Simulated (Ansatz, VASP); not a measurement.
One calculation of Si2W, two programs

```
CELL_PARAMETERS angstrom
-1.59283 1.59283 3.88048
1.59283 -1.59283 3.88048
1.59283 1.59283 -3.88048
ATOMIC_POSITIONS crystal
Si 0.33457 0.33457 0.00000
Si 0.66543 0.66543 0.00000
W 0.00000 0.00000 0.00000
```

Alike in both runs: task single point; functional PBE; k mesh 18 × 18 × 18; occupations gaussian, width 0.15 eV; no spin polarisation.

```csv
,VASP,Ansatz
version,VASP 6.6.1,Ansatz 0.2.0
potentials or method,"VASP PAW PBE potentials, release 64 (Si, W_sv), cutoff 520 eV","scalar-relativistic, plane waves, PAW"
valence electrons in the cell,22,22
```

```tsv
	VASP	Ansatz	Ansatz less VASP
gap on the k mesh at the Fermi level (eV)	none	none	-
pressure (GPa)	10.0	9.9	-0.05
traceless stress, the component that is largest in VASP (GPa)	0.86	0.93	+0.065
rms of the force components (eV/Å)	0.055	0.054	-0.0009
```

Atom by atom the forces differ by 0.001 eV/Å (rms over components). A gap of «none» marks a metal or a gap that the smearing closes.

Spin-orbit coupling is off throughout.
